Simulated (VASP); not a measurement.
Runs of VASP 6.6.1 on Ni. The structure is that of space group P6/mmm (No. 191), or close to it. The cells are those of the table. 

```tsv
task	potentials or basis	cell	cutoff (eV)	smearing	second run	k mesh for the DOS	occupations for the DOS	gap on the mesh (eV)	pressure (GPa)	moment (μB)
single point	VASP PAW PBE potentials, release 64 (Ni)	a = 2.333, b = 2.333, c = 2.263 Å, angles 90.0, 90.0, 120.0°, 1 atom	520	fermi-dirac 0.1 eV	-	-	-	none	20.7	(a)
single point	VASP PAW PBE potentials, release 64 (Ni_sv_GW)	a = 1.930, b = 1.930, c = 1.838 Å, angles 90.0, 90.0, 120.0°, 1 atom	590	fermi-dirac 0.1 eV	valence_matched	-	-	none	577.7	0.00
single point	VASP PAW PBE potentials, release 64 (Ni)	a = 2.413, b = 2.413, c = 2.352 Å, angles 90.0, 90.0, 120.0°, 1 atom	520	fermi-dirac 0.01 eV	-	-	-	none	-0.4	0.56
single point	VASP PAW PBE potentials, release 64 (Ni)	a = 2.048, b = 2.048, c = 1.958 Å, angles 90.0, 90.0, 120.0°, 1 atom	520	fermi-dirac 0.1 eV	-	-	-	none	(b)	0.00
single point	VASP PAW PBE potentials, release 64 (Ni_sv_GW)	a = 2.248, b = 2.248, c = 2.168 Å, angles 90.0, 90.0, 120.0°, 1 atom	590	fermi-dirac 0.1 eV	valence_matched	-	-	none	56.9	0.00
density of states	VASP PAW PBE potentials, release 64 (Ni)	a = 2.248, b = 2.248, c = 2.168 Å, angles 90.0, 90.0, 120.0°, 1 atom	520	fermi-dirac 0.1 eV	-	27 × 27 × 26	tetrahedron	-	-	0.00
single point	VASP PAW PBE potentials, release 64 (Ni)	a = 2.248, b = 2.248, c = 2.168 Å, angles 90.0, 90.0, 120.0°, 1 atom	520	fermi-dirac 0.1 eV	-	-	-	none	60.2	0.00
relaxation of cell and atoms	VASP PAW PBE potentials, release 64 (Ni)	relaxed from a = 2.406, b = 2.406, c = 2.261 Å, angles 90.0, 90.0, 120.0°, 1 atom	600	fermi-dirac 0.1 eV	-	-	-	none	0.0	0.47
```

Alike in all rows: level PBE; spin collinear, ferromagnetic start; k mesh 18 × 18 × 17.

**Question.** Fill in the values left out.

**Answer.** (a) 0.14; (b) 277.9.

Caveats: tetrahedron occupations give inexact forces and stress in metals (some runs).

A gap of «none» marks levels without a gap at the run's occupations.

The runs don't all hold the same shells in valence.
